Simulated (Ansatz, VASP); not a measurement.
KF in VASP and in Ansatz

```
CELL_PARAMETERS angstrom
0.00000 2.67185 2.67185
2.64513 0.00000 2.67185
2.64513 2.67185 0.00000
ATOMIC_POSITIONS crystal
K 0.00000 0.00000 0.00000
F 0.50000 0.50000 0.50000
```

Alike in both runs: task relaxation of the atoms; functional PBE; k mesh 9 × 9 × 9; occupations fermi-dirac, width 0.05 eV; no spin polarisation.

```csv
,VASP,Ansatz
version,VASP 6.6.1,Ansatz 0.2.0
potentials or method,"VASP PAW PBE potentials, release 64 (K_sv, F)",Ansatz PAW
plane-wave cutoff (eV),520,420
valence electrons in the cell,16,16
```

VASP gave:

| Quantity | Value |
| --- | --- |
| gap on the k mesh at the Fermi level, each at its own relaxed structure (eV) | 6.21 |

Q: Which values does Ansatz return?

A: gap on the k mesh at the Fermi level, each at its own relaxed structure (eV): 6.22.

Noted on VASP's run: the relaxation stopped at its first step, so nothing moved. Noted on Ansatz's run: the relaxation stopped at its first step, so nothing moved; odd divisions of the mesh miss points on the zone boundary, where band edges often lie, so the gap on the mesh can be too wide.
